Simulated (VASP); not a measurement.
# AlNi3 (I4/mmm) in VASP: single point with PBEsol

Aim: the single point of AlNi3 with PBEsol.

Program: VASP 6.6.1. These are calculated values, not measurements. Logs are shortened: lines on timing, memory, paths and dates and some standing lists are left out, and cuts for length are marked.

### 1 The cell of the first run

Symmetry: I4/mmm, No. 139, tetragonal system. Conventional cell: a = 3.894 Å, b = 3.894 Å, c = 5.782 Å, α = 90.00°, β = 90.00°, γ = 90.00°. Al (site symmetry 4/mmm) has 14 Ni at 2.42 to 2.89 Å within 3.2 Å. Within 3.2 Å of Ni (site symmetry -4m2) lie 4 Al at 2.42 Å and 10 Ni at 2.42 to 2.89 Å. Within 3.2 Å of Ni (site symmetry 4/mmm) lie 8 Ni at 2.42 Å and 6 Al at 2.75 to 2.89 Å.

### 2 Single point, PBEsol

Contents of INCAR:

```
PREC     = Accurate       # precision mode
ENCUT    = 520            # plane-wave cutoff, eV
EDIFF    = 1E-7           # SCF threshold, eV
ISMEAR   = 0              # smearing method
SIGMA    = 0.15           # smearing width, eV
LREAL    = F              # projectors in reciprocal space
LASPH    = T              # aspherical terms in the spheres
NELM     = 60             # most SCF steps
ALGO     = Fast           # electronic algorithm
ISIF     = 2              # what is computed and relaxed
LWAVE    = F              # write WAVECAR
LCHARG   = F              # write CHGCAR
GGA      = PS             # functional
NBANDS   = 24             # bands
```

Contents of KPOINTS:

```
regular mesh
0
Gamma
  16 16 16
```

Contents of POSCAR:

```
AlNi3
1.0
    0.0000000000      2.7532643518      2.8909275694
    2.7532643518      0.0000000000      2.8909275694
    2.7532643518      2.7532643518      0.0000000000
Al Ni
1 3
Direct
    0.5000000000      0.5000000000      0.5000000000
    0.2500000000      0.2500000000      0.2500000000
    0.0000000000      0.0000000000      0.0000000000
    0.7500000000      0.7500000000      0.7500000000
```

Potentials or basis: VASP PAW PBE potentials, release 64 (Al, Ni).

Started as:

```
$ cat potpaw_PBE.64/Al/POTCAR potpaw_PBE.64/Ni/POTCAR > POTCAR
$ mpirun -np 1 vasp_std > vasp.out
```

OUTCAR:

```text
PREC = Accurate
   ENCUT = 520
   EDIFF = 1E-7
   ISMEAR = 0
   LREAL = F
   LASPH = T
   NELM = 60
   ISIF = 2
   GGA = PS

 ion  position               nearest neighbor table
   1  0.500  0.500  0.500-   2 2.42   2 2.42   2 2.42   2 2.42   4 2.42   4 2.42   4 2.42   4 2.42
                             3 2.75   3 2.75   3 2.75   3 2.75   3 2.89   3 2.89
   2  0.250  0.250  0.250-   3 2.42   3 2.42   3 2.42   1 2.42   3 2.42   1 2.42   1 2.42   1 2.42
                             4 2.75   4 2.75   4 2.75   4 2.75   4 2.89   4 2.89
   3  0.000  0.000  0.000-   4 2.42   4 2.42   4 2.42   2 2.42   4 2.42   2 2.42   2 2.42   2 2.42
                             1 2.75   1 2.75   1 2.75   1 2.75   1 2.89   1 2.89
   4  0.750  0.750  0.750-   1 2.42   1 2.42   1 2.42   1 2.42   3 2.42   3 2.42   3 2.42   3 2.42
                             2 2.75   2 2.75   2 2.75   2 2.75   2 2.89   2 2.89

  LATTYP: Found a body centered tetragonal cell.
 ALAT       =     3.8937037871
 C/A-ratio  =     1.4849242405

  Lattice vectors:

 A1 = (  -2.7532643518,   0.0000000000,   2.8909275694)
 A2 = (   2.7532643518,   0.0000000000,   2.8909275694)
 A3 = (   0.0000000000,   2.7532643518,  -2.8909275694)

Analysis of symmetry for initial positions (statically):
=====================================================================
 Subroutine PRICEL returns:
 Original cell was already a primitive cell.

 Routine SETGRP: Setting up the symmetry group for a
 body centered tetragonal supercell.

 Subroutine GETGRP returns: Found 16 space group operations
 (whereof 16 operations were pure point group operations)
 out of a pool of 16 trial point group operations.

The static configuration has the point symmetry D_4h.

Analysis of symmetry for dynamics (positions and initial velocities):
=====================================================================
 Subroutine PRICEL returns:
 Original cell was already a primitive cell.

 Routine SETGRP: Setting up the symmetry group for a
 body centered tetragonal supercell.

 Subroutine GETGRP returns: Found 16 space group operations
 (whereof 16 operations were pure point group operations)
 out of a pool of 16 trial point group operations.

The dynamic configuration has the point symmetry D_4h.

 Subroutine INISYM returns: Found 16 space group operations
 (whereof 16 operations are pure point group operations),
 and found     1 'primitive' translations

----------------------------------------------------------------------------------------

                                     Primitive cell

  volume of cell :      43.8291

  direct lattice vectors                    reciprocal lattice vectors
     0.000000000  2.753264352  2.890927569    -0.181602613  0.181602613  0.172954869
     2.753264352  0.000000000  2.890927569     0.181602613 -0.181602613  0.172954869
     2.753264352  2.753264352  0.000000000     0.181602613  0.181602613 -0.172954869

  length of vectors
     3.992233310  3.992233310  3.893703787     0.309632693  0.309632693  0.309632693

  position of ions in fractional coordinates (direct lattice)
     0.500000000  0.500000000  0.500000000
     0.250000000  0.250000000  0.250000000
     0.000000000  0.000000000  0.000000000
     0.750000000  0.750000000  0.750000000

  ion indices of the primitive-cell ions
   primitive index   ion index
                 1           1
                 2           2
                 3           3
                 4           4

----------------------------------------------------------------------------------------

 KPOINTS: regular mesh

Automatic generation of k-mesh.
 Grid dimensions read from file:
 generate k-points for:   16   16   16

 Generating k-lattice:

  Cartesian coordinates                     Fractional coordinates (reciprocal lattice)
    -0.011350163  0.011350163  0.010809679     0.062500000  0.000000000  0.000000000
     0.011350163 -0.011350163  0.010809679     0.000000000  0.062500000  0.000000000
     0.011350163  0.011350163 -0.010809679    -0.000000000 -0.000000000  0.062500000

  Length of vectors
     0.019352043  0.019352043  0.019352043

  Shift w.r.t. Gamma in fractional coordinates (k-lattice)
     0.000000000  0.000000000  0.000000000

 Subroutine IBZKPT returns following result:
 ===========================================

 Found    349 irreducible k-points:

 Following reciprocal coordinates:
            Coordinates               Weight
  0.000000  0.000000  0.000000      1.000000
  0.062500  0.000000  0.000000      8.000000
  0.125000  0.000000  0.000000      8.000000
  0.187500  0.000000  0.000000      8.000000
  0.250000  0.000000  0.000000      8.000000
  0.312500  0.000000  0.000000      8.000000
[... 16 lines left out ...]
 -0.125000  0.062500  0.000000      8.000000
 -0.062500  0.062500  0.000000      4.000000
 [... further k-points ...]
   k-points           NKPTS =    349   k-points in BZ     NKDIM =    349   number of bands    NBANDS=     24
   number of dos      NEDOS =    301   number of ions     NIONS =      4
   total plane-waves  NPLWV =  27000
   dimension x,y,z NGX =    30 NGY =   30 NGZ =   30
   dimension x,y,z NGXF=    60 NGYF=   60 NGZF=   60
   ions per type =               1   3
   NGX,Y,Z   is equivalent  to a cutoff of  12.49, 12.49, 12.81 a.u.
   NGXF,Y,Z  is equivalent  to a cutoff of  24.99, 24.99, 25.62 a.u.
 SYSTEM =  unknown system
   PREC   = accura    normal or accurate (medium, high low for compatibility)
   ISTART =      0    job   : 0-new  1-cont  2-samecut
   ICHARG =      2    charge: 1-file 2-atom 10-const
   ISPIN  =      1    spin polarized calculation?
   LNONCOLLINEAR =      F non collinear calculations
   LSORBIT =      F    spin-orbit coupling
   LASPH  =      T    aspherical Exc in radial PAW
   ENCUT  =  520.0 eV  38.22 Ry    6.18 a.u.   7.42  7.42  7.24*2*pi/ulx,y,z
   NELM   =     60;   NELMIN=  2; NELMDL= -5     # of ELM steps
   EDIFF  = 0.1E-06   stopping-criterion for ELM
   LREAL  =      F    real-space projection
   EDIFFG = 0.1E-05   stopping-criterion for IOM
   NSW    =      0    number of steps for IOM
   IBRION =     -1    ionic relax: 0-MD 1-quasi-New 2-CG
   NFREE  =      0    steps in history (QN), initial steepest desc. (CG)
   ISIF   =      2    stress and relaxation
   ISYM   =      2    0-nonsym 1-usesym 2-fastsym
   POTIM  = 0.5000    time-step for ionic-motion
   TEBEG  =    0.0;   TEEND  =   0.0 temperature during run
   PSTRESS=    0.0 pullay stress
   NELECT =      33.0000    total number of electrons
   NUPDOWN=      -1.0000    fix difference up-down
   EMIN   =  10.00;   EMAX   =-10.00  energy-range for DOS
   EFERMI =   0.00;   METHOD = LEGACY
   ISMEAR =     0;   SIGMA  =   0.15  broadening in eV -4-tet -1-fermi 0-gaus
   EFERMI_NEDOS =   21; number of points for ismear=-14 and -15
   IALGO  =     68    algorithm
   IMIX   =      4    mixing-type and parameters
     AMIX     =   0.40;   BMIX     =  1.00
     AMIX_MAG =   1.60;   BMIX_MAG =  1.00
  volume/ion in A,a.u.               =      10.96        73.94
  Fermi-wavevector in a.u.,A,eV,Ry     =   1.489333  2.814431 30.179255  2.218113
  Thomas-Fermi vector in A             =   2.602255
   LORBIT       =      0    0 simple, 1 ext, 2 COOP (PROOUT), +10 PAW based schemes
   GGA     = PS    functional components
   LHFCALC =     F    Hartree Fock is set to
   AEXX    =    0.0000 exact exchange contribution
   IVDW    =     0    specifies the selected vdW correction
   LEPSILON=     F    determine dielectric tensor
   LRPA    =     F    only Hartree local field effects (RPA)
 non-spin polarized calculation
 RMM-DIIS sequential band-by-band and
 Gauss-broadening in eV      SIGMA  =   0.15
  energy-cutoff  :      520.00
  volume of cell :       43.83
 maximum number of plane-waves:      1203
 NGX is ok and might be reduce to    30
   NGX = 15   NGY = 15   NGZ = 15

 number of electron      33.0000042 magnetization

 Free energy of the ion-electron system (eV)
  ---------------------------------------------------
  ext. energy  EPLUGINS =         0.00000000
  ---------------------------------------------------
  free energy    TOTEN  =       -24.09269606 eV

  energy without entropy =      -24.06334149  energy(sigma->0) =      -24.07801877

 E-fermi :   9.8474     XC(G=0): -12.9835

 val. band max:        9.8467629298   @ k =   0.5000   0.3750   0.0625
 cond. band min:       9.8543147905   @ k =  -0.2500   0.4375   0.2500
 fundamental gap:      0.0075518607
 Fermi energy:         9.8474430987

 k-point     1 :       0.0000    0.0000    0.0000
  band No.  band energies     occupation
      1      -0.3783      2.00000
      2       6.1807      2.00000
      3       6.2627      2.00000
      4       6.2955      2.00000
      5       6.3889      2.00000
      6       6.3889      2.00000
[... 16 lines left out ...]
     23      17.0930      0.00000
     24      17.9006      0.00000

 k-point     2 :       0.0625    0.0000    0.0000
  band No.  band energies     occupation
      1      -0.3198      2.00000
      2       6.1513      2.00000
      3       6.2305      2.00000
      4       6.3134      2.00000
      5       6.4007      2.00000
      6       6.4515      2.00000
[... 16 lines left out ...]
     23      17.3422      0.00000
     24      18.0516      0.00000

 k-point     3 :       0.1250    0.0000    0.0000
  band No.  band energies     occupation
      1      -0.1452      2.00000
      2       6.1184      2.00000
      3       6.1973      2.00000
      4       6.2376      2.00000
      5       6.5077      2.00000
      6       6.5723      2.00000
[... 16 lines left out ...]
     23      17.7405      0.00000
     24      18.2967      0.00000
[... 514 lines left out ...]
 k-point    23 :      -0.1250    0.0625    0.0000
  band No.  band energies     occupation
      1      -0.0004      2.00000
      2       6.0896      2.00000
      3       6.1411      2.00000
      4       6.2991      2.00000
      5       6.4968      2.00000
      6       6.6807      2.00000
[... 16 lines left out ...]
     23      17.6098      0.00000
     24      17.9465      0.00000

 k-point    24 :      -0.0625    0.0625    0.0000
  band No.  band energies     occupation
      1      -0.2177      2.00000
      2       6.1692      2.00000
      3       6.1706      2.00000
      4       6.3543      2.00000
      5       6.3579      2.00000
      6       6.5519      2.00000
[... 16 lines left out ...]
     23      17.8210      0.00000
     24      18.1652      0.00000

 [... further k-points ...]
[... 5 lines left out ...]
  --------------------------------------------------------------------------------------
  -------------------------------------------------------------------------------------
  Total       -0.1138598     -0.1138598      0.3147676      0.0000000      0.0000000     -0.0000000
  in kB       -4.1621537     -4.1621537     11.5063510      0.0000000      0.0000000     -0.0000000
  external PRESSURE =       1.0606812 kB  Pullay stress =       0.0000000 kB

 VOLUME and BASIS-vectors are now :
 -----------------------------------------------------------------------------
  energy-cutoff  :      520.00
  volume of cell :       43.83
      direct lattice vectors                 reciprocal lattice vectors
     0.000000000  2.753264352  2.890927569    -0.181602613  0.181602613  0.172954869
     2.753264352  0.000000000  2.890927569     0.181602613 -0.181602613  0.172954869
     2.753264352  2.753264352  0.000000000     0.181602613  0.181602613 -0.172954869

 POSITION                                       TOTAL-FORCE (eV/Angst)
 -----------------------------------------------------------------------------------
      2.75326      2.75326      2.89093         0.000000     -0.000000      0.000000
      1.37663      1.37663      1.44546        -0.000000     -0.000000     -0.000000
      0.00000      0.00000      0.00000         0.000000     -0.000000      0.000000
      4.12990      4.12990      4.33639         0.000000      0.000000      0.000000
 -----------------------------------------------------------------------------------
    total drift:                                0.000000     -0.000000      0.000000

  FREE ENERGIE OF THE ION-ELECTRON SYSTEM (eV)
  ---------------------------------------------------
  free  energy   TOTEN  =       -24.0926960613 eV

  energy  without entropy=      -24.0633414858  energy(sigma->0) =      -24.07801877
```

Run time: 4.9 min. Hardware: 1 thread of Intel Xeon 6975P-C (Granite Rapids), shared host; peak memory 0.4 GiB.

Results:

| Quantity | Value |
| --- | --- |
| Free energy | -24.0927 eV |
| Pressure | 0.1 GPa |
| Band gap on the k mesh | zero (an odd number of electrons rules out a gap without spin polarisation) |

Stress tensor (GPa, compression positive):
```
-0.42  0.00  0.00
 0.00 -0.42  0.00
 0.00  0.00  1.15
```

Levels at points of the mesh, in eV from the Fermi level:
```csv
k point,band 12,band 13,band 14,band 15,band 16,band 17,band 18,band 19,band 20,band 21
"(0.00, 0.00, 0.00)",-0.89,-0.62,-0.60,-0.49,-0.45,5.42,5.42,5.57,5.70,5.96
"(0.50, 0.00, 0.00)",-1.70,-0.68,-0.64,-0.55,-0.40,-0.13,4.02,4.57,4.60,5.03
"(0.50, 0.50, 0.00)",-0.97,-0.97,-0.61,-0.52,-0.37,-0.30,-0.30,-0.30,4.61,5.03
"(0.50, 0.00, 0.50)",-1.25,-1.07,-0.88,-0.57,-0.44,-0.37,-0.33,0.11,4.14,4.56
```

Caveat: the PAW data sets were made with another functional, which shifts forces and pressure a little. Spin polarisation is off, so any magnetic state and its effect on volume and gap are missing.
